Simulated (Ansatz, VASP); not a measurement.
# Cl: VASP beside Ansatz

The input POSCAR:

```
Cl
1.0
    3.1863863250     -2.2796086586      0.0000000000
    3.1863863250      2.2796086586      0.0000000000
    0.0000000000      0.0000000000      8.3180387054
Cl
4
Direct
    0.3700000000      0.6300000000      0.4000000000
    0.1300000000      0.8700000000      0.9000000000
    0.6300000000      0.3700000000      0.6000000000
    0.8700000000      0.1300000000      0.1000000000
```

INCAR.step1

```
SYSTEM = Cl
ALGO     = Normal         ! electronic algorithm
EDIFF    = 1E-4           ! SCF threshold, eV
ENCUT    = 520            ! plane-wave cutoff, eV
GGA      = PE             ! functional
ISMEAR   = -1             ! smearing method
LASPH    = .TRUE.         ! aspherical terms in the spheres
LCHARG   = .FALSE.        ! write CHGCAR
LREAL    = .FALSE.        ! projectors in reciprocal space
LWAVE    = .TRUE.         ! write WAVECAR
NBANDS   = 22             ! bands
NELM     = 80             ! most SCF steps
PREC     = Accurate       ! precision mode
SIGMA    = 0.05           ! smearing width, eV
```

File INCAR.step2:

```
SYSTEM = Cl
ALGO     = Normal         ! electronic algorithm
EDIFF    = 1E-6           ! SCF threshold, eV
ENCUT    = 520            ! plane-wave cutoff, eV
ISIF     = 2              ! what is computed and relaxed
ISMEAR   = -1             ! smearing method
ISTART   = 1            
LASPH    = .TRUE.         ! aspherical terms in the spheres
LCHARG   = .TRUE.         ! write CHGCAR
LELF     = .TRUE.         ! ELF
LMIXTAU  = .TRUE.       
LREAL    = .FALSE.        ! projectors in reciprocal space
LVHAR    = .TRUE.       
LWAVE    = .FALSE.        ! write WAVECAR
METAGGA  = R2SCAN         ! meta-GGA
NBANDS   = 22             ! bands
NELM     = 80             ! most SCF steps
PREC     = Accurate       ! precision mode
SIGMA    = 0.05           ! smearing width, eV
```

Contents of KPOINTS:

```
k-points
0
G
  7 7 4
  0 0 0
```

The input input.yaml:

```yaml
crystal:
  lattice:
    - [3.186386325, -2.2796086586, 0.0]
    - [3.186386325, 2.2796086586, 0.0]
    - [0.0, 0.0, 8.3180387054]
  atoms:
    - { symbol: Cl, position: [0.37, 0.63, 0.4] }
    - { symbol: Cl, position: [0.13, 0.87, 0.9] }
    - { symbol: Cl, position: [0.63, 0.37, 0.6] }
    - { symbol: Cl, position: [0.87, 0.13, 0.1] }
hamiltonian:
  xc: r2scan
  pseudopotentials: { kind: paw }
kpoints:
  mp_grid: { grid: [7, 7, 4] }
scf:
  occupations: { method: fermi_dirac, width: 0.05 }
output:
  forces: true
  stress: true
  eigenvalues: true
  write_density: true
  write_potential: true
  elf: true
  volumetric_format: npy
```

Alike in both runs: task single point; functional r2SCAN; k mesh 7 × 7 × 4; occupations fermi-dirac, width 0.05 eV; no spin polarisation.

```csv
,VASP,Ansatz
version,VASP 6.6.1,Ansatz 0.2.0
potentials or method,"VASP PAW PBE potentials, release 64 (Cl)",Ansatz PAW
plane-wave cutoff (eV),520,500
valence electrons in the cell,28,28
```

Ansatz gave:

```
gap on the k mesh at the Fermi level (eV)                     : 2.72
least direct gap on the mesh (eV)                             : 2.77
pressure (GPa)                                                : -1.6
traceless stress, the component that is largest in VASP (GPa) : 1.60
rms of the force components (eV/Å)                            : 0.358
```

Question: Estimate VASP's values.

Answer: gap on the k mesh at the Fermi level (eV): 2.74; least direct gap on the mesh (eV): 2.79; pressure (GPa): -2.0; traceless stress, the component that is largest in VASP (GPa): 1.90; rms of the force components (eV/Å): 0.455.

VASP's potentials were made for PBE, not for r2SCAN. Atom by atom the forces differ by 0.098 eV/Å (rms over components).

Noted on Ansatz's run: odd divisions of the mesh miss points on the zone boundary, where band edges often lie, so the gap on the mesh can be too wide.
